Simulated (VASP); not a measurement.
Input of a VASP 6.6.1 run:

The input POSCAR:

```
BaTiO3
1.0
    3.9637522852      0.0000000000      0.0000000000
    0.0000000000      2.8576365604      2.8739578186
    0.0000000000     -2.8576365604      2.8739578186
Ba Ti O
1 1 3
Direct
    0.0000000000      0.0049801130      0.0049801130
    0.5000000000      0.5205342597      0.5205342597
    0.5000000000      0.9767858690      0.4905808787
    0.5000000000      0.4905808787      0.9767858690
    0.0000000000      0.4870188797      0.4870188797
```

File INCAR.step1:

```
  ALGO = Normal
  EDIFF = 1E-4
  ENCUT = 520
  GGA = PE
  ISMEAR = 0
  LASPH = True
  LCHARG = False
  LREAL = False
  LWAVE = True
  NBANDS = 28
  NELM = 80
  PREC = Accurate
  SIGMA = 0.02
```

INCAR.step2

```
  ALGO = Normal
  EDIFF = 1E-7
  ENCUT = 520
  ISIF = 2
  ISMEAR = 0
  ISTART = 1
  LASPH = True
  LCHARG = True
  LELF = True
  LMIXTAU = True
  LREAL = False
  LVHAR = True
  LWAVE = False
  METAGGA = R2SCAN
  NBANDS = 28
  NELM = 80
  PREC = Accurate
  SIGMA = 0.02
```

The input KPOINTS:

```
k-points
0
Gamma
  6 6 6
```

Potentials or basis: VASP PAW PBE potentials, release 64 (Ba_sv, Ti_sv, O).

Run with:

```sh
$ cat potpaw_PBE.64/Ba_sv/POTCAR potpaw_PBE.64/Ti_sv/POTCAR potpaw_PBE.64/O/POTCAR > POTCAR
$ cp INCAR.step1 INCAR
$ mpirun -np 1 vasp_std > vasp.out
$ cp INCAR.step2 INCAR
$ mpirun -np 1 vasp_std > vasp.out
```

(1) Predict the largest force.

(2) Predict the pressure.

## Answers

(1) 0.172 eV/Å.

(2) 1.9 GPa.

Caveat: the PAW data sets were made with another functional, which shifts forces and pressure a little.
